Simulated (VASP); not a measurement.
**Y: single point with PBE**

Y, a slab with vacuum:

```xyz
5
Lattice="3.6526 0.0000 0.0000 -1.8263 3.1633 0.0000 0.0000 0.0000 27.3984" Properties=species:S:1:pos:R:3 pbc="T T T"
Y     0.0000    0.0000    8.0572
Y     0.0000    2.1088   10.8287
Y     0.0000    0.0000   13.6992
Y     0.0000    2.1088   16.5697
Y     0.0000    0.0000   19.3412
```

```yaml
Program: VASP 6.6.1
Task: single point
Functional: PBE
Potentials_or_basis: VASP PAW PBE potentials, release 64 (Y_sv)
Cutoff: 520 eV
k_mesh: 13 × 13 × 1
Occupations: fermi-dirac, width 0.1 eV
Spin: no spin polarisation
```

```json
{
 "Largest force": "0.007 eV/Å",
 "Band gap on the k mesh": "zero (an odd number of electrons rules out a gap without spin polarisation)"
}
```

Forces in eV/Å, atoms in the order of the input:
```
Y    0.000  0.000  0.007
Y    0.000  0.000 -0.002
Y    0.000  0.000  0.000
Y    0.000  0.000  0.002
Y    0.000  0.000 -0.007
```

Levels at points of the mesh, in eV from the Fermi level:
```csv
k point,band 24,band 25,band 26,band 27,band 28,band 29,band 30,band 31,band 32,band 33
"(0.00, 0.00, 0.00)",-2.52,-1.99,0.17,0.19,0.80,0.95,1.53,1.54,1.54,1.55
```

Wall time 5.2 min on 1 thread of Intel(R) Xeon(R) 6975P-C (Granite Rapids), on a shared host, peak memory 0.48 GiB.

Caveat: there is no dipole correction, which matters where the two faces differ.
